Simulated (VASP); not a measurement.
Crystal: Sn2Bi2S.

```
CELL_PARAMETERS angstrom
5.44203 0.00000 0.00000
-2.72102 4.71294 0.00000
0.00000 0.00000 8.37142
ATOMIC_POSITIONS crystal
Sn 0.00000 0.00000 0.29201
Sn 0.00000 0.00000 0.70799
Bi 0.33333 0.66667 0.50000
Bi 0.66667 0.33333 0.50000
S 0.00000 0.00000 0.00000
```

The cell was generated, and may not be a known phase.

| Property | Result |
| --- | --- |
| Program | VASP 6.6.1 |
| Task | relaxation of cell and atoms |
| Functional | PBE |
| Potentials or basis | VASP PAW PBE potentials, release 64 (Sn_d, Bi_d, S) |
| Cutoff | 600 eV |
| k mesh | 12 × 12 × 6 |
| Occupations | gaussian, width 0.1 eV |
| Spin | no spin polarisation |

At the start: pressure 0.2 GPa; volume 42.94 Å³/atom.

Problem. Where does the relaxation end?

Solution. Over 7 steps the energy falls by 3.5 meV/atom and the volume is 43.08 Å³/atom (+0.3 %); space group P6/mmm (No. 191, to 0.1 Å) before and after.

The path:
```csv
step,energy change (eV),largest force (eV/Å),pressure (GPa),volume (Å³)
1,0.0000,0.0680,0.15,214.71
2,-0.0085,0.1955,0.05,215.96
3,-0.0092,0.2433,0.02,216.41
4,-0.0137,0.1136,-0.17,217.21
5,-0.0146,0.0290,-0.29,217.73
6,-0.0176,0.0059,-0.06,215.78
7,-0.0177,0.0005,-0.01,215.39
```

Final structure:
```
Sn Bi S
1.0
     5.50509    0.00000    0.00000
    -2.75254    4.76755    0.00000
     0.00000    0.00000    8.20659
Sn Bi S
2 2 1
Direct
  0.00000 0.00000 0.29718
  0.00000 0.00000 0.70282
  0.33333 0.66667 0.50000
  0.66667 0.33333 0.50000
  0.00000 0.00000 0.00000
```
